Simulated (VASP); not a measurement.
Set up this calculation in VASP 6.6.1, as the native input.

```yaml
Task: single point
Functional: PBE
Potentials_or_basis: VASP PAW PBE potentials, release 64 (Zr_sv, Mn_pv)
Cutoff: 520 eV
k_mesh: 6 × 6 × 6
Occupations: fermi-dirac, width 0.05 eV
Spin: collinear spin, ferromagnetic start
Starting_moments: "[0.0, 0.0, 0.0, 4.0] μB"
Dipole_correction: no
Further_INCAR_settings: ALGO = Fast; EDIFF = 1e-07; NBANDS = 36
```

The structure of Zr3Mn lies in POSCAR:

```
Zr3Mn
1.0
    4.3732200000      0.0000000000      0.0000000000
    0.0000000000      4.3732200000      0.0000000000
    0.0000000000      0.0000000000      4.3732200000
Zr Mn
3 1
Direct
    0.5000000000      0.5000000000      0.0000000000
    0.5000000000      0.0000000000      0.5000000000
    0.0000000000      0.5000000000      0.5000000000
    0.0000000000      0.0000000000      0.0000000000
```

These files were run (other wordings do the same):

INCAR

```
PREC = Accurate
ENCUT = 520
EDIFF = 1E-7
ISMEAR = -1
SIGMA = 0.05
LREAL = F
LASPH = T
NELM = 150
ALGO = Fast
ISIF = 2
LWAVE = F
LCHARG = T
ISPIN = 2
MAGMOM = 0 0 0 4
LORBIT = 11
LMAXMIX = 4
GGA = PE
LELF = T
LVHAR = T
NBANDS = 36
```

KPOINTS

```
regular mesh
0
Gamma
  6 6 6
```

Potentials or basis: VASP PAW PBE potentials, release 64 (Zr_sv, Mn_pv).

Command:

```bash
$ cat potpaw_PBE.64/Zr_sv/POTCAR potpaw_PBE.64/Mn_pv/POTCAR > POTCAR
$ mpirun -np 1 vasp_std > vasp.out
```

It gave:

```json
{
 "Pressure": "-0.2 GPa",
 "Net moment": "3.28 μB per cell",
 "Site moments": "Zr -0.08; Mn +3.45 μB",
 "Valence electrons inside the program's atomic spheres": "Zr 9.87; Mn 11.47"
}
```

Wall time 15 min on 1 thread of Intel(R) Xeon(R) Platinum 8488C (Sapphire Rapids), with other jobs on the host, peak memory 0.3 GiB.
